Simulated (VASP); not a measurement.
**Nb: single point with PBE**

Nb:

```
CELL_PARAMETERS angstrom
0.00000 2.07887 2.07887
2.07887 0.00000 2.07887
2.07887 2.07887 0.00000
ATOMIC_POSITIONS crystal
Nb 0.00000 0.00000 0.00000
```

```yaml
Program: VASP 6.6.1
Task: single point
Functional: PBE
Potentials_or_basis: VASP PAW PBE potentials, release 64 (Nb_sv)
Cutoff: 520 eV
k_mesh: 8 × 8 × 8
Occupations: gaussian, width 0.05 eV
Spin: no spin polarisation
```

```yaml
Pressure: 6.8 GPa
```

Levels at points of the mesh, in eV from the Fermi level:
```
           k point  band 3  band 4  band 5  band 6  band 7  band 8  band 9  band 10
(0.00, 0.00, 0.00)  -30.03  -30.03   -6.33    0.08    0.08    0.08    2.84     2.84
(0.50, 0.00, 0.00)  -30.21  -30.21   -4.00   -0.12   -0.12    1.53    4.93     4.93
(0.50, 0.50, 0.00)  -30.52  -30.52   -4.30   -3.53    3.85    4.91    5.53     5.53
```

Wall time 4.2 s on 1 thread of Intel(R) Xeon(R) Platinum 8488C (Sapphire Rapids) (shared host), peak memory 0.13 GiB.
